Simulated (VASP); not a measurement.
# CdS (F-43m) in VASP: notebook

The runs below take CdS through single point, relaxation of cell and atoms, with LDA.

Program: VASP 6.6.1. These are calculated values, not measurements. Logs are shortened: lines on timing, memory, paths and dates and some standing lists are left out, and cuts for length are marked.

### 1 The cell of the first run

The structure is cubic, space group F-43m (No. 216). Conventional cell: a = 5.757 Å, b = 5.757 Å, c = 5.757 Å, α = 90.00°, β = 90.00°, γ = 90.00°. Cd (site symmetry -43m) has 4 S at 2.49 Å within 3.3 Å. Within 3.3 Å of S (site symmetry -43m) lie 4 Cd at 2.49 Å.

### 2 Single point, LDA

INCAR

```
PREC = Accurate
ENCUT = 520
EDIFF = 1E-7
ISMEAR = 0
SIGMA = 0.02
LREAL = F
LASPH = T
NELM = 100
ALGO = Normal
ISIF = 2
LWAVE = F
LCHARG = F
NBANDS = 16
```

KPOINTS

```
regular mesh
0
Gamma
  8 8 8
```

POSCAR

```
CdS
1.0
    0.0000000000      2.8785019879      2.8785019879
    2.8785019879      0.0000000000      2.8785019879
    2.8785019879      2.8785019879      0.0000000000
Cd S
1 1
Direct
    0.0000000000      0.0000000000      0.0000000000
    0.7500000000      0.7500000000      0.7500000000
```

Potentials or basis: VASP PAW LDA potentials, release 64 (Cd, S).

Launch:

```bash
> cat potpaw_LDA.64/Cd/POTCAR potpaw_LDA.64/S/POTCAR > POTCAR
> mpirun -np 1 vasp_std > vasp.out
```

OUTCAR:

```text
PREC = Accurate
   ENCUT = 520
   EDIFF = 1E-7
   ISMEAR = 0
   LREAL = F
   LASPH = T
   NELM = 100
   ISIF = 2

 ion  position               nearest neighbor table
   1  0.000  0.000  0.000-   2 2.49   2 2.49   2 2.49   2 2.49
   2  0.750  0.750  0.750-   1 2.49   1 2.49   1 2.49   1 2.49

  LATTYP: Found a face centered cubic cell.
 ALAT       =     5.7570039758

  Lattice vectors:

 A1 = (   0.0000000000,   2.8785019879,   2.8785019879)
 A2 = (   2.8785019879,   0.0000000000,   2.8785019879)
 A3 = (   2.8785019879,   2.8785019879,   0.0000000000)

Analysis of symmetry for initial positions (statically):
=====================================================================
 Subroutine PRICEL returns:
 Original cell was already a primitive cell.

 Routine SETGRP: Setting up the symmetry group for a
 face centered cubic supercell.

 Subroutine GETGRP returns: Found 24 space group operations
 (whereof 24 operations were pure point group operations)
 out of a pool of 48 trial point group operations.

The static configuration has the point symmetry T_d .

Analysis of symmetry for dynamics (positions and initial velocities):
=====================================================================
 Subroutine PRICEL returns:
 Original cell was already a primitive cell.

 Routine SETGRP: Setting up the symmetry group for a
 face centered cubic supercell.

 Subroutine GETGRP returns: Found 24 space group operations
 (whereof 24 operations were pure point group operations)
 out of a pool of 48 trial point group operations.

The dynamic configuration has the point symmetry T_d .

 Subroutine INISYM returns: Found 24 space group operations
 (whereof 24 operations are pure point group operations),
 and found     1 'primitive' translations

----------------------------------------------------------------------------------------

                                     Primitive cell

  volume of cell :      47.7012

  direct lattice vectors                    reciprocal lattice vectors
     0.000000000  2.878501988  2.878501988    -0.173701461  0.173701461  0.173701461
     2.878501988  0.000000000  2.878501988     0.173701461 -0.173701461  0.173701461
     2.878501988  2.878501988  0.000000000     0.173701461  0.173701461 -0.173701461

  length of vectors
     4.070816551  4.070816551  4.070816551     0.300859755  0.300859755  0.300859755

  position of ions in fractional coordinates (direct lattice)
     0.000000000  0.000000000  0.000000000
     0.750000000  0.750000000  0.750000000

  ion indices of the primitive-cell ions
   primitive index   ion index
                 1           1
                 2           2

----------------------------------------------------------------------------------------

 KPOINTS: regular mesh

Automatic generation of k-mesh.
 Grid dimensions read from file:
 generate k-points for:    8    8    8

 Generating k-lattice:

  Cartesian coordinates                     Fractional coordinates (reciprocal lattice)
    -0.021712683  0.021712683  0.021712683     0.125000000  0.000000000  0.000000000
     0.021712683 -0.021712683  0.021712683     0.000000000  0.125000000  0.000000000
     0.021712683  0.021712683 -0.021712683     0.000000000  0.000000000  0.125000000

  Length of vectors
     0.037607469  0.037607469  0.037607469

  Shift w.r.t. Gamma in fractional coordinates (k-lattice)
     0.000000000  0.000000000  0.000000000

 Subroutine IBZKPT returns following result:
 ===========================================

 Found     29 irreducible k-points:

 Following reciprocal coordinates:
            Coordinates               Weight
  0.000000  0.000000  0.000000      1.000000
  0.125000  0.000000  0.000000      8.000000
  0.250000  0.000000  0.000000      8.000000
  0.375000  0.000000  0.000000      8.000000
  0.500000  0.000000  0.000000      4.000000
  0.125000  0.125000  0.000000      6.000000
[... 16 lines left out ...]
  0.500000  0.250000  0.125000     48.000000
 -0.375000  0.250000  0.125000     24.000000
 [... further k-points ...]
   k-points           NKPTS =     29   k-points in BZ     NKDIM =     29   number of bands    NBANDS=     16
   number of dos      NEDOS =    301   number of ions     NIONS =      2
   total plane-waves  NPLWV =  27000
   dimension x,y,z NGX =    30 NGY =   30 NGZ =   30
   dimension x,y,z NGXF=    60 NGYF=   60 NGZF=   60
   ions per type =               1   1
   NGX,Y,Z   is equivalent  to a cutoff of  12.25, 12.25, 12.25 a.u.
   NGXF,Y,Z  is equivalent  to a cutoff of  24.50, 24.50, 24.50 a.u.
 SYSTEM =  unknown system
   PREC   = accura    normal or accurate (medium, high low for compatibility)
   ISTART =      0    job   : 0-new  1-cont  2-samecut
   ICHARG =      2    charge: 1-file 2-atom 10-const
   ISPIN  =      1    spin polarized calculation?
   LNONCOLLINEAR =      F non collinear calculations
   LSORBIT =      F    spin-orbit coupling
   LASPH  =      T    aspherical Exc in radial PAW
   ENCUT  =  520.0 eV  38.22 Ry    6.18 a.u.   7.57  7.57  7.57*2*pi/ulx,y,z
   NELM   =    100;   NELMIN=  2; NELMDL= -5     # of ELM steps
   EDIFF  = 0.1E-06   stopping-criterion for ELM
   LREAL  =      F    real-space projection
   EDIFFG = 0.1E-05   stopping-criterion for IOM
   NSW    =      0    number of steps for IOM
   IBRION =     -1    ionic relax: 0-MD 1-quasi-New 2-CG
   NFREE  =      0    steps in history (QN), initial steepest desc. (CG)
   ISIF   =      2    stress and relaxation
   ISYM   =      2    0-nonsym 1-usesym 2-fastsym
   POTIM  = 0.5000    time-step for ionic-motion
   TEBEG  =    0.0;   TEEND  =   0.0 temperature during run
   PSTRESS=    0.0 pullay stress
   NELECT =      18.0000    total number of electrons
   NUPDOWN=      -1.0000    fix difference up-down
   EMIN   =  10.00;   EMAX   =-10.00  energy-range for DOS
   EFERMI =   0.00;   METHOD = LEGACY
   ISMEAR =     0;   SIGMA  =   0.02  broadening in eV -4-tet -1-fermi 0-gaus
   EFERMI_NEDOS =   21; number of points for ismear=-14 and -15
   IALGO  =     38    algorithm
   IMIX   =      4    mixing-type and parameters
     AMIX     =   0.40;   BMIX     =  1.00
     AMIX_MAG =   1.60;   BMIX_MAG =  1.00
  volume/ion in A,a.u.               =      23.85       160.95
  Fermi-wavevector in a.u.,A,eV,Ry     =   1.183012  2.235568 19.041589  1.399517
  Thomas-Fermi vector in A             =   2.319255
   LORBIT       =      0    0 simple, 1 ext, 2 COOP (PROOUT), +10 PAW based schemes
   GGA     = CA    functional components
   LHFCALC =     F    Hartree Fock is set to
   AEXX    =    0.0000 exact exchange contribution
   IVDW    =     0    specifies the selected vdW correction
   LEPSILON=     F    determine dielectric tensor
   LRPA    =     F    only Hartree local field effects (RPA)
 non-spin polarized calculation
 Gauss-broadening in eV      SIGMA  =   0.02
  energy-cutoff  :      520.00
  volume of cell :       47.70
 maximum number of plane-waves:      1304
   NGX = 15   NGY = 15   NGZ = 15

 number of electron      18.0000008 magnetization

 Free energy of the ion-electron system (eV)
  ---------------------------------------------------
  ext. energy  EPLUGINS =         0.00000000
  ---------------------------------------------------
  free energy    TOTEN  =        -7.40675121 eV

  energy without entropy =       -7.40675121  energy(sigma->0) =       -7.40675121

 E-fermi :   1.5861     XC(G=0):  -9.7659

 val. band max:        1.4810517983   @ k =   0.0000   0.0000   0.0000
 cond. band min:       2.4578288246   @ k =   0.0000   0.0000   0.0000
 fundamental gap:      0.9767770262
 Fermi energy:         1.5861238828

 k-point     1 :       0.0000    0.0000    0.0000
  band No.  band energies     occupation
      1     -11.1281      2.00000
      2      -6.4557      2.00000
      3      -6.4557      2.00000
      4      -6.4557      2.00000
      5      -5.9154      2.00000
      6      -5.9154      2.00000
[... 8 lines left out ...]
     15      12.9841      0.00000
     16      12.9841      0.00000

 k-point     2 :       0.1250    0.0000    0.0000
  band No.  band energies     occupation
      1     -11.0579      2.00000
      2      -6.4306      2.00000
      3      -6.4306      2.00000
      4      -6.4027      2.00000
      5      -5.9169      2.00000
      6      -5.9169      2.00000
[... 8 lines left out ...]
     15      12.3105      0.00000
     16      13.3133      0.00000

 k-point     3 :       0.2500    0.0000    0.0000
  band No.  band energies     occupation
      1     -10.8871      2.00000
      2      -6.3762      2.00000
      3      -6.3762      2.00000
      4      -6.2025      2.00000
      5      -5.9113      2.00000
      6      -5.9113      2.00000
[... 8 lines left out ...]
     15      12.0539      0.00000
     16      12.5902      0.00000

 k-point     4 :       0.3750    0.0000    0.0000
  band No.  band energies     occupation
      1     -10.7162      2.00000
      2      -6.3347      2.00000
      3      -6.3347      2.00000
      4      -5.8885      2.00000
      5      -5.8885      2.00000
      6      -5.8071      2.00000
[... 8 lines left out ...]
     15      12.9491      0.00000
     16      12.9491      0.00000

 k-point     5 :       0.5000    0.0000    0.0000
  band No.  band energies     occupation
      1     -10.6461      2.00000
      2      -6.3221      2.00000
      3      -6.3221      2.00000
      4      -5.8730      2.00000
      5      -5.8730      2.00000
      6      -5.4942      2.00000
[... 8 lines left out ...]
     15      14.0518      0.00000
     16      14.0518      0.00000

 k-point     6 :       0.1250    0.1250    0.0000
  band No.  band energies     occupation
      1     -11.0346      2.00000
      2      -6.4159      2.00000
      3      -6.4068      2.00000
      4      -6.4068      2.00000
      5      -5.9347      2.00000
      6      -5.9009      2.00000
[... 8 lines left out ...]
     15      13.0817      0.00000
     16      14.0579      0.00000

 k-point     7 :       0.2500    0.1250    0.0000
  band No.  band energies     occupation
      1     -10.8977      2.00000
      2      -6.3758      2.00000
      3      -6.3484      2.00000
      4      -6.2694      2.00000
      5      -5.9392      2.00000
      6      -5.8869      2.00000
[... 8 lines left out ...]
     15      12.9224      0.00000
     16      14.0608      0.00000

 k-point     8 :       0.3750    0.1250    0.0000
  band No.  band energies     occupation
      1     -10.7277      2.00000
      2      -6.3316      2.00000
      3      -6.2994      2.00000
      4      -6.0193      2.00000
      5      -5.8703      2.00000
      6      -5.8355      2.00000
[... 8 lines left out ...]
     15      13.4633      0.00000
     16      13.5150      0.00000

 k-point     9 :       0.5000    0.1250    0.0000
  band No.  band energies     occupation
      1     -10.6252      2.00000
      2      -6.3102      2.00000
      3      -6.2838      2.00000
      4      -5.9235      2.00000
      5      -5.8690      2.00000
      6      -5.4854      2.00000
[... 8 lines left out ...]
     15      13.8147      0.00000
     16      14.0860      0.00000
[... 172 lines left out ...]
 k-point    19 :       0.5000    0.3750    0.0000
  band No.  band energies     occupation
      1     -10.5204      2.00000
      2      -6.2306      2.00000
      3      -6.0981      2.00000
      4      -6.0790      2.00000
      5      -5.8315      2.00000
      6      -5.4391      2.00000
[... 8 lines left out ...]
     15      14.2042      0.00000
     16      15.2078      0.00000

 k-point    20 :      -0.3750    0.3750    0.0000
  band No.  band energies     occupation
      1     -10.5120      2.00000
      2      -6.2444      2.00000
      3      -6.1270      2.00000
      4      -6.0231      2.00000
      5      -5.8653      2.00000
      6      -5.2662      2.00000
[... 8 lines left out ...]
     15      13.4917      0.00000
     16      15.7801      0.00000

 k-point    21 :       0.5000    0.5000    0.0000
  band No.  band energies     occupation
      1     -10.4978      2.00000
      2      -6.2383      2.00000
      3      -6.0630      2.00000
      4      -6.0630      2.00000
      5      -5.8154      2.00000
      6      -5.4271      2.00000
[... 8 lines left out ...]
     15      13.8426      0.00000
     16      14.9997      0.00000

 k-point    22 :       0.3750    0.2500    0.1250
  band No.  band energies     occupation
      1     -10.7618      2.00000
      2      -6.3208      2.00000
      3      -6.2902      2.00000
      4      -6.1263      2.00000
      5      -5.9132      2.00000
      6      -5.8504      2.00000
[... 8 lines left out ...]
     15      13.4913      0.00000
     16      15.2878      0.00000

 k-point    23 :       0.5000    0.2500    0.1250
  band No.  band energies     occupation
      1     -10.6276      2.00000
      2      -6.2811      2.00000
      3      -6.2501      2.00000
      4      -5.9995      2.00000
      5      -5.8786      2.00000
      6      -5.6067      2.00000
[... 8 lines left out ...]
     15      14.2909      0.00000
     16      14.5899      0.00000

 k-point    24 :      -0.3750    0.2500    0.1250
  band No.  band energies     occupation
      1     -10.5730      2.00000
      2      -6.2767      2.00000
      3      -6.2305      2.00000
      4      -5.9498      2.00000
      5      -5.8863      2.00000
      6      -5.3632      2.00000
[... 8 lines left out ...]
     15      13.7093      0.00000
     16      14.6885      0.00000

 [... further k-points ...]

------------------------ aborting loop because EDIFF is reached ----------------------------------------

  FORCE on cell =-STRESS in cart. coord.  units (eV):
  Direction    XX          YY          ZZ          XY          YZ          ZX
  --------------------------------------------------------------------------------------
  -------------------------------------------------------------------------------------
  Total        0.1602855      0.1602855      0.1602855      0.0000000     -0.0000000      0.0000000
  in kB        5.3836315      5.3836315      5.3836315      0.0000000     -0.0000000      0.0000000
  external PRESSURE =       5.3836315 kB  Pullay stress =       0.0000000 kB

 VOLUME and BASIS-vectors are now :
 -----------------------------------------------------------------------------
  energy-cutoff  :      520.00
  volume of cell :       47.70
      direct lattice vectors                 reciprocal lattice vectors
     0.000000000  2.878501988  2.878501988    -0.173701461  0.173701461  0.173701461
     2.878501988  0.000000000  2.878501988     0.173701461 -0.173701461  0.173701461
     2.878501988  2.878501988  0.000000000     0.173701461  0.173701461 -0.173701461

 POSITION                                       TOTAL-FORCE (eV/Angst)
 -----------------------------------------------------------------------------------
      0.00000      0.00000      0.00000         0.000000      0.000000      0.000000
      4.31775      4.31775      4.31775        -0.000000     -0.000000     -0.000000
 -----------------------------------------------------------------------------------
    total drift:                                0.000000      0.000000      0.000000

  FREE ENERGIE OF THE ION-ELECTRON SYSTEM (eV)
  ---------------------------------------------------
  free  energy   TOTEN  =        -7.4067512064 eV

  energy  without entropy=       -7.4067512064  energy(sigma->0) =       -7.40675121
```

Run time: 24 s. Hardware: 1 thread of Intel Xeon 8259CL, shared host; peak memory 0.16 GiB.

What came out:

| Property | Result |
| --- | --- |
| Free energy | -7.4068 eV |
| Pressure | 0.5 GPa |
| Band gap on the k mesh | 0.98 eV |

### 3 Relaxation of cell and atoms, LDA

This run uses another cell than the first one, of 25.49 Å³/atom.

INCAR

```
PREC = Accurate ; ENCUT = 600
EDIFF = 1E-6 ; ISMEAR = 0
SIGMA = 0.02 ; LREAL = False
LASPH = True ; NELM = 100
ALGO = Normal ; ISIF = 3
LWAVE = False ; LCHARG = False
GGA = CA ; IBRION = 2
NSW = 100 ; EDIFFG = -0.002
```

KPOINTS is that of step 2.

POSCAR

```
CdS
1.0
    0.0000000000      2.9429534600      2.9429534600
    2.9429534600      0.0000000000      2.9429534600
    2.9429534600      2.9429534600      0.0000000000
Cd S
1 1
Direct
    0.0000000000      0.0000000000      0.0000000000
    0.7500000000      0.7500000000      0.7500000000
```

Potentials or basis: VASP PAW LDA potentials, release 64 (Cd, S).

Launch:

```bash
> cat potpaw_LDA.64/Cd/POTCAR potpaw_LDA.64/S/POTCAR > POTCAR
> mpirun -np 1 vasp_std > vasp.out
```

It took 1.9 min on 1 thread of Intel Xeon 8259CL, shared host; peak memory 0.2 GiB.

The run converged. Its results:

```
Free energy                           : -7.4083 eV
Relaxed volume                        : 24.02 Å³/atom
Relaxed cell                          : a = 4.081 Å, b = 4.081 Å, c = 4.081 Å, α = 60.00°, β = 60.00°, γ = 60.00°
Space group after relaxing (to 0.1 Å) : F-43m (No. 216)
Energy gained by relaxing             : 16.9 meV/atom
Ionic steps                           : 8
Pressure after relaxing               : 0.0 GPa
Band gap on the k mesh                : 0.96 eV
```

Step by step:
```csv
step,energy change (eV),largest force (eV/Å),pressure (GPa),volume (Å³)
1,0.0000,0.0000,-3.50,50.98
2,-0.0286,0.0000,1.63,46.98
3,-0.0339,0.0000,-0.03,48.05
4,-0.0339,0.0000,0.09,47.99
5,-0.0339,0.0000,-0.06,48.08
6,-0.0339,0.0000,-0.02,48.05
7,-0.0339,0.0000,0.02,48.04
8,-0.0339,0.0000,0.01,48.04
```

Final structure:
```xyz
2
Lattice="0.0000 2.8854 2.8854 2.8854 0.0000 2.8854 2.8854 2.8854 0.0000" Properties=species:S:1:pos:R:3 pbc="T T T"
Cd    0.0000    0.0000    0.0000
S     4.3280    4.3280    4.3280
```

Levels at points of the mesh, in eV from the valence-band top:
```csv
k point,band 7,band 8,band 9,band 10,band 11,band 12
"(0.00, 0.00, 0.00)",0.00,0.00,0.00,0.96,6.35,6.35
"(0.50, 0.00, 0.00)",-4.72,-0.82,-0.82,2.83,6.84,6.84
"(0.50, 0.50, 0.00)",-4.20,-2.04,-2.04,3.25,4.20,9.10
```
